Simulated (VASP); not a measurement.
# SnO2 (P4_2/mnm) in VASP: vibrations by perturbation theory with LDA

Aim: the vibrations by perturbation theory of SnO2 with LDA.

Program: VASP 6.6.1. These are calculated values, not measurements. Logs are shortened: lines on timing, memory, paths and dates and some standing lists are left out, and cuts for length are marked.

## Step 1: The cell of the first run

Symmetry: P4_2/mnm, No. 136, tetragonal system. Conventional cell: a = 4.737 Å, b = 4.737 Å, c = 3.186 Å, α = 90.00°, β = 90.00°, γ = 90.00°. Within 2.7 Å of Sn (site symmetry mmm) lie 6 O at 2.05 to 2.06 Å. Within 2.7 Å of O (site symmetry m2m) lie 3 Sn at 2.05 to 2.06 Å and 1 O at 2.60 Å.

## Step 2: Vibrations by perturbation theory, LDA

INCAR reads:

```
SYSTEM = SnO2
PREC     = Accurate       ! precision mode
ENCUT    = 520            ! plane-wave cutoff, eV
EDIFF    = 1E-8           ! SCF threshold, eV
ISMEAR   = 0              ! smearing method
SIGMA    = 0.01           ! smearing width, eV
LREAL    = .FALSE.        ! projectors in reciprocal space
LASPH    = .TRUE.         ! aspherical terms in the spheres
NELM     = 80             ! most SCF steps
ALGO     = Normal         ! electronic algorithm
ISIF     = 2              ! what is computed and relaxed
LWAVE    = .FALSE.        ! write WAVECAR
LCHARG   = .FALSE.        ! write CHGCAR
GGA      = CA             ! functional
NBANDS   = 35             ! bands
IBRION   = 8              ! ionic algorithm
NSW      = 1              ! ionic steps
LEPSILON = .TRUE.         ! dielectric tensor by DFPT
```

KPOINTS reads:

```
Automatic mesh
0
G
  6 6 8
  0 0 0
```

POSCAR reads:

```
SnO2
1.0
    4.7373500000      0.0000000000      0.0000000000
    0.0000000000      4.7373500000      0.0000000000
    0.0000000000      0.0000000000      3.1864000000
Sn O
2 4
Direct
    0.0000000000      0.0000000000      0.0000000000
    0.5000000000      0.5000000000      0.5000000000
    0.3061231332      0.3061231332      0.0000000000
    0.1938768668      0.8061231332      0.5000000000
    0.6938768668      0.6938768668      0.0000000000
    0.8061231332      0.1938768668      0.5000000000
```

Potentials or basis: VASP PAW LDA potentials, release 64 (Sn_d, O).

The run is started by

```sh
$ cat potpaw_LDA.64/Sn_d/POTCAR potpaw_LDA.64/O/POTCAR > POTCAR
$ mpirun -np 1 vasp_std > vasp.out
```

OUTCAR:

```text
SYSTEM = SnO2
   PREC = Accurate
   ENCUT = 520
   EDIFF = 1E-8
   ISMEAR = 0
   LREAL = .FALSE.
   LASPH = .TRUE.
   NELM = 80
   ISIF = 2
   GGA = CA
   IBRION = 8
   NSW = 1
   LEPSILON = .TRUE.

 ion  position               nearest neighbor table
   1  0.000  0.000  0.000-   3 2.05   5 2.05   4 2.06   6 2.06   4 2.06   6 2.06   2 3.71   2 3.71
                             2 3.71   2 3.71   2 3.71   2 3.71   2 3.71   2 3.71
   2  0.500  0.500  0.500-   4 2.05   6 2.05   5 2.06   3 2.06   3 2.06   5 2.06   1 3.71   1 3.71
                             1 3.71   1 3.71   1 3.71   1 3.71   1 3.71   1 3.71
   3  0.306  0.306  0.000-   1 2.05   2 2.06   2 2.06
   4  0.194  0.806  0.500-   2 2.05   1 2.06   1 2.06
   5  0.694  0.694  0.000-   1 2.05   2 2.06   2 2.06
   6  0.806  0.194  0.500-   2 2.05   1 2.06   1 2.06

  LATTYP: Found a simple tetragonal cell.
 ALAT       =     4.7373500000
 C/A-ratio  =     0.6726123255

  Lattice vectors:

 A1 = (   4.7373500000,   0.0000000000,   0.0000000000)
 A2 = (   0.0000000000,   4.7373500000,   0.0000000000)
 A3 = (   0.0000000000,   0.0000000000,   3.1864000000)

Analysis of symmetry for initial positions (statically):
=====================================================================
[... 1253 lines left out ...]
  1Z     0.000000    0.000000  -20.459184    0.000000    0.000000    0.211305    0.000000    0.000000    0.350632    0.000000    0.000000    9.773308    0.000000    0.000000    0.350632    0.000000    0.000000    9.773308
  2X     9.271794    0.005584    0.000000  -24.311817   -0.611579    0.000000    4.723313    3.968988    0.000000    2.796698   -3.665990    0.000000    4.723313    3.968988    0.000000    2.796698   -3.665990    0.000000
  2Y     0.005584    9.271794    0.000000   -0.611579  -24.311817    0.000000    3.968988    4.723313    0.000000   -3.665990    2.796698    0.000000    3.968988    4.723313    0.000000   -3.665990    2.796698    0.000000
  2Z     0.000000    0.000000    0.211305    0.000000    0.000000  -20.459184    0.000000    0.000000    9.773308    0.000000    0.000000    0.350632    0.000000    0.000000    9.773308    0.000000    0.000000    0.350632
  3X     2.794197    3.672131    0.000000    4.716421    3.977091    0.000000  -13.571340   -9.944566    0.000000   -0.346483    0.488662    0.000000    2.515234    2.302209    0.000000    3.891972   -0.495527    0.000000
  3Y     3.672131    2.794197    0.000000    3.977091    4.716421    0.000000   -9.944566  -13.571340    0.000000   -0.495527    3.891972    0.000000    2.302209    2.515234    0.000000    0.488662   -0.346483    0.000000
  3Z     0.000000    0.000000    0.330198    0.000000    0.000000    9.767997    0.000000    0.000000  -13.272281    0.000000    0.000000    1.741393    0.000000    0.000000   -0.308701    0.000000    0.000000    1.741393
  4X     4.716421   -3.977091    0.000000    2.794197   -3.672131    0.000000   -0.346483   -0.488662    0.000000  -13.571340    9.944566    0.000000    3.891972    0.495527    0.000000    2.515234   -2.302209    0.000000
  4Y    -3.977091    4.716421    0.000000   -3.672131    2.794197    0.000000    0.495527    3.891972    0.000000    9.944566  -13.571340    0.000000   -0.488662   -0.346483    0.000000   -2.302209    2.515234    0.000000
  4Z     0.000000    0.000000    9.767997    0.000000    0.000000    0.330198    0.000000    0.000000    1.741393    0.000000    0.000000  -13.272281    0.000000    0.000000    1.741393    0.000000    0.000000   -0.308701
  5X     2.794197    3.672131    0.000000    4.716421    3.977091    0.000000    2.515234    2.302209    0.000000    3.891972   -0.495527    0.000000  -13.571340   -9.944566    0.000000   -0.346483    0.488662    0.000000
  5Y     3.672131    2.794197    0.000000    3.977091    4.716421    0.000000    2.302209    2.515234    0.000000    0.488662   -0.346483    0.000000   -9.944566  -13.571340    0.000000   -0.495527    3.891972    0.000000
  5Z     0.000000    0.000000    0.330198    0.000000    0.000000    9.767997    0.000000    0.000000   -0.308701    0.000000    0.000000    1.741393    0.000000    0.000000  -13.272281    0.000000    0.000000    1.741393
  6X     4.716421   -3.977091    0.000000    2.794197   -3.672131    0.000000    3.891972    0.495527    0.000000    2.515234   -2.302209    0.000000   -0.346483   -0.488662    0.000000  -13.571340    9.944566    0.000000
  6Y    -3.977091    4.716421    0.000000   -3.672131    2.794197    0.000000   -0.488662   -0.346483    0.000000   -2.302209    2.515234    0.000000    0.495527    3.891972    0.000000    9.944566  -13.571340    0.000000
  6Z     0.000000    0.000000    9.767997    0.000000    0.000000    0.330198    0.000000    0.000000    1.741393    0.000000    0.000000   -0.308701    0.000000    0.000000    1.741393    0.000000    0.000000  -13.272281

 Eigenvectors and eigenvalues of the dynamical matrix
 ----------------------------------------------------

   1 f  =   22.639966 THz   142.251104 2PiTHz  755.187990 cm-1    93.631335 meV
             X         Y         Z           dx          dy          dz
      0.000000  0.000000  0.000000     0.000000   -0.000000    0.000000
      2.368675  2.368675  1.593200     0.000000   -0.000000   -0.000000
      1.450212  1.450212  0.000000    -0.353553   -0.353553    0.000000
      0.918463  3.818887  1.593200    -0.353553    0.353553    0.000000
      3.287138  3.287138  0.000000     0.353553    0.353553    0.000000
      3.818887  0.918463  1.593200     0.353553   -0.353553   -0.000000
[... 145 lines left out ...]
  18 f/i=    0.007293 THz     0.045824 2PiTHz    0.243270 cm-1     0.030162 meV
             X         Y         Z           dx          dy          dz
      0.000000  0.000000  0.000000     0.000000   -0.000000   -0.627394
      2.368675  2.368675  1.593200     0.000000   -0.000000   -0.627394
      1.450212  1.450212  0.000000     0.000000   -0.000000   -0.230627
      0.918463  3.818887  1.593200     0.000000   -0.000000   -0.230627
      3.287138  3.287138  0.000000     0.000000   -0.000000   -0.230627
      3.818887  0.918463  1.593200     0.000000   -0.000000   -0.230627

--------------------------------------------------------------------------------------------------------

 MACROSCOPIC STATIC DIELECTRIC TENSOR IONIC CONTRIBUTION
 ------------------------------------------------------
           8.393209    -0.000000    -0.000000
          -0.000000     8.393209     0.000000
          -0.000000     0.000000     4.959668
 ------------------------------------------------------

 ELASTIC MODULI CONTR FROM IONIC RELAXATION (kBar)
 Direction    XX          YY          ZZ          XY          YZ          ZX
 --------------------------------------------------------------------------------
 XX         -69.4164     48.5897    -48.6746     -0.0000     -0.0000     -0.0000
 YY          48.5897    -69.4164    -48.6746      0.0000      0.0000      0.0000
 ZZ         -48.6746    -48.6746   -227.5170     -0.0000     -0.0000     -0.0000
 XY          -0.0000      0.0000     -0.0000    -26.0649     -0.0000     -0.0000
 YZ          -0.0000      0.0000     -0.0000     -0.0000   -207.7013     -0.0000
 ZX          -0.0000      0.0000     -0.0000     -0.0000     -0.0000   -252.2886
 --------------------------------------------------------------------------------

 PIEZOELECTRIC TENSOR IONIC CONTR  for field in x, y, z        (C/m^2)
          XX          YY          ZZ          XY          YZ          ZX
  --------------------------------------------------------------------------------
  x     0.00000    -0.00000     0.00000    -0.00000     0.00000     0.00000
  y    -0.00000     0.00000     0.00000     0.00000    -0.00000    -0.00000
  z    -0.00000     0.00000     0.00000    -0.00000     0.00000    -0.00000
```

OSZICAR:

```text
N       E                     dE             d eps       ncg     rms          rms(c)
DAV:   1     0.631423560784E+03    0.63142E+03   -0.25567E+04  3920   0.232E+03
DAV:   2     0.511550772398E+02   -0.58027E+03   -0.54906E+03  3780   0.615E+02
DAV:   3    -0.434821853173E+02   -0.94637E+02   -0.92877E+02  3830   0.206E+02
DAV:   4    -0.483125322644E+02   -0.48303E+01   -0.47950E+01  4429   0.503E+01
[... 243 lines left out ...]
RMM:  11    -0.354630190771E+00    0.19139E-07   -0.65737E-09 12760   0.157E-04    0.311E-06
RMM:  12    -0.354630229550E+00   -0.38779E-07   -0.18149E-07 12542   0.147E-04    0.930E-07
RMM:  13    -0.354630230876E+00   -0.13257E-08   -0.28915E-07 12149   0.144E-04    0.307E-07
RMM:  14    -0.354630230427E+00    0.44865E-09   -0.16468E-07 11514   0.143E-04    0.154E-07
RMM:  15    -0.354630230056E+00    0.37138E-09   -0.37495E-07 11320   0.142E-04    0.879E-08
 Linear response finished
```

stdout:

```text
POSCAR found type information on POSCAR SnO
 POSCAR found :  2 types and       6 ions
 scaLAPACK will be used
 LDA part: xc-table for (Slater(with rela. corr.)+CA(PZ))
 , standard interpolation
 POSCAR, INCAR and KPOINTS ok, starting setup
[... 103 lines left out ...]
 onal to |phi(0)> (-1.163893643267855E-004,-2.854660952067434E-014)
 LRF_COMMUTATOR internal error: the vector H(1)-e(1) S(1) |phi(0)> is not orthog
 onal to |phi(0)> (-1.024548493276933E-004,-1.811051308919787E-015)
 LRF_COMMUTATOR internal error: the vector H(1)-e(1) S(1) |phi(0)> is not orthog
 onal to |phi(0)> (1.024548604003223E-004,-1.295283325042362E-013)
 LRF_COMMUTATOR internal error: the vector H(1)-e(1) S(1) |phi(0)> is not orthog
 onal to |phi(0)> (-1.095420348852238E-004,-1.915134717478395E-015)
 LRF_COMMUTATOR internal error: the vector H(1)-e(1) S(1) |phi(0)> is not orthog
 onal to |phi(0)> (1.095420279798726E-004,-1.071920330275589E-013)
```

Run time: 39 min. Hardware: 1 thread of Oxide Virtual Turin-like, shared host; peak memory 0.61 GiB.

What came out:

```yaml
Electronic_dielectric_tensor_diagonal: 4.36, 4.36, 4.64
Born_charges_mean_of_the_diagonal: Sn +4.20; O -2.10 e
Highest_phonon_frequency_at_Γ_LO-TO_splitting_left_out: 755 cm⁻¹
```

Phonon frequencies in cm⁻¹ (negative: imaginary):
```
              q point                                                        frequencies
(0.000, 0.000, 0.000)  0 0 0 100 147 224 224 280 280 347 467 469 469 562 599 599 627 755
```

Electronic dielectric tensor:
```
4.36 0.00 0.00
0.00 4.36 0.00
0.00 0.00 4.64
```

Born effective charge tensors (e):
atom 1, Sn
```
4.07 0.44 0.00
0.44 4.07 0.00
0.00 0.00 4.45
```
atom 2, Sn
```
 4.07 -0.44  0.00
-0.44  4.07  0.00
 0.00  0.00  4.45
```
atom 3, O
```
-2.04 -0.69  0.00
-0.69 -2.04  0.00
 0.00  0.00 -2.23
```
atom 4, O
```
-2.04  0.69  0.00
 0.69 -2.04  0.00
 0.00  0.00 -2.23
```
atom 5, O
```
-2.04 -0.69  0.00
-0.69 -2.04  0.00
 0.00  0.00 -2.23
```
atom 6, O
```
-2.04  0.69  0.00
 0.69 -2.04  0.00
 0.00  0.00 -2.23
```

Caveat: spin-orbit coupling is left out, which moves the levels of the heavy elements.
